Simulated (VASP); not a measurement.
Wanted: the native input for a VASP 6.6.1 run.

| Property | Result |
| --- | --- |
| Task | single point |
| Functional | PBE |
| Potentials or basis | VASP PAW PBE potentials, release 64 (Cd, F) |
| Cutoff | 520 eV |
| k mesh | 8 × 8 × 8 |
| Occupations | fermi-dirac, width 0.02 eV |
| Spin | no spin polarisation |
| Dipole correction | no |
| Further INCAR settings | ALGO = Normal; EDIFF = 1e-06; NBANDS = 20 |

The structure of CdF2 lies in POSCAR:

```
CdF2
1.0
    0.0000000000      2.6825811146      2.6825811146
    2.6825811146      0.0000000000      2.6825811146
    2.6825811146      2.6825811146      0.0000000000
Cd F
1 2
Direct
    0.0000000000      0.0000000000      0.0000000000
    0.2500000000      0.2500000000      0.2500000000
    0.7500000000      0.7500000000      0.7500000000
```

The input as run:

INCAR

```
SYSTEM = CdF2
  ALGO = Normal
  EDIFF = 1E-6
  ENCUT = 520
  GGA = PE
  ISIF = 2
  ISMEAR = -1
  LASPH = .TRUE.
  LCHARG = .FALSE.
  LREAL = .FALSE.
  LWAVE = .FALSE.
  NBANDS = 20
  NELM = 60
  PREC = Accurate
  SIGMA = 0.02
```

KPOINTS

```
k-points
0
G
  8 8 8
  0 0 0
```

Potentials or basis: VASP PAW PBE potentials, release 64 (Cd, F).

Run with:

```sh
$ cat potpaw_PBE.64/Cd/POTCAR potpaw_PBE.64/F/POTCAR > POTCAR
$ mpirun -np 1 vasp_std > vasp.out
```

Results of the run:

```yaml
Pressure: 7.8 GPa
Band_gap_on_the_k_mesh: 3.11 eV (least direct gap 3.60 eV)
```

Caveat: the cell stands under pressure.

It took 20 s on 1 thread of Intel(R) Xeon(R) Platinum 8259CL CPU @ 2.50GHz (Skylake/Cascade Lake) (shared host), peak memory 0.16 GiB.
